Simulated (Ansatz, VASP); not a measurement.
## One calculation of BSe, two programs

The input INCAR:

```
PREC = Accurate ; ENCUT = 600
EDIFF = 1E-6 ; ISMEAR = 0
SIGMA = 0.1 ; LREAL = F
LASPH = T ; NELM = 80
ALGO = Normal ; ISIF = 3
LWAVE = F ; LCHARG = F
GGA = PE ; IBRION = 2
NSW = 90 ; EDIFFG = -0.04
```

Contents of KPOINTS:

```
regular mesh
0
Gamma
  4 4 4
```

File POSCAR:

```
BSe
1.0
   -3.3680455909      3.3680455909      2.9415245336
    3.3680455909     -3.3680455909      2.9415245336
    3.3680455909      3.3680455909     -2.9415245336
B Se
4 4
Direct
    0.7500000000      0.2500000000      0.5000000000
    0.2500000000      0.7500000000      0.5000000000
    0.2500000000      0.2500000000      0.0000000000
    0.7500000000      0.7500000000      0.0000000000
    0.6790000000      0.1790000000      0.8580000000
    0.1790000000      0.3210000000      0.5000000000
    0.3210000000      0.8210000000      0.1420000000
    0.8210000000      0.6790000000      0.5000000000
```

Input for Ansatz:

```yaml
crystal:
  lattice:
    - [-3.3680455909, 3.3680455909, 2.9415245336]
    - [3.3680455909, -3.3680455909, 2.9415245336]
    - [3.3680455909, 3.3680455909, -2.9415245336]
  atoms:
    - { symbol: B, position: [0.75, 0.25, 0.5] }
    - { symbol: B, position: [0.25, 0.75, 0.5] }
    - { symbol: B, position: [0.25, 0.25, 0.0] }
    - { symbol: B, position: [0.75, 0.75, 0.0] }
    - { symbol: Se, position: [0.679, 0.179, 0.858] }
    - { symbol: Se, position: [0.179, 0.321, 0.5] }
    - { symbol: Se, position: [0.321, 0.821, 0.142] }
    - { symbol: Se, position: [0.821, 0.679, 0.5] }
basis:
  ecutwfc: 420
kpoints:
  mp_grid: { grid: [4, 4, 4] }
hamiltonian:
  xc: pbe
scf:
  occupations: { method: gaussian, width: 0.1 }
  lower_state_search: "off"
output:
  forces: true
  stress: true
  eigenvalues: true
relax:
  adjacent_minimum: "off"
  f_tol: 0.04
  max_steps: 70
  cell: { stress_tol: 0.4 }
```

Alike in both runs: task relaxation of cell and atoms; functional PBE; k mesh 4 × 4 × 4; occupations gaussian, width 0.1 eV; no spin polarisation.

```csv
,VASP,Ansatz
version,VASP 6.6.1,Ansatz 0.2.0
potentials or method,"VASP PAW PBE potentials, release 64 (B, Se), cutoff 600 eV","scalar-relativistic, plane waves, PAW"
valence electrons in the cell,36,76
```

```tsv
	VASP	Ansatz	Ansatz less VASP
gap on the k mesh at the Fermi level, each at its own relaxed structure (eV)	none	none	-
relaxed volume (Å³/atom)	16.58	16.70	+0.120
relaxed cell length with the largest relative difference (Å)	5.669	5.686	+0.0174
```

A gap of «none» marks a metal or a gap that the smearing closes. VASP's potentials hold 36 valence electrons a cell and Ansatz's 76, so a difference there can come from the potentials and not from the codes.
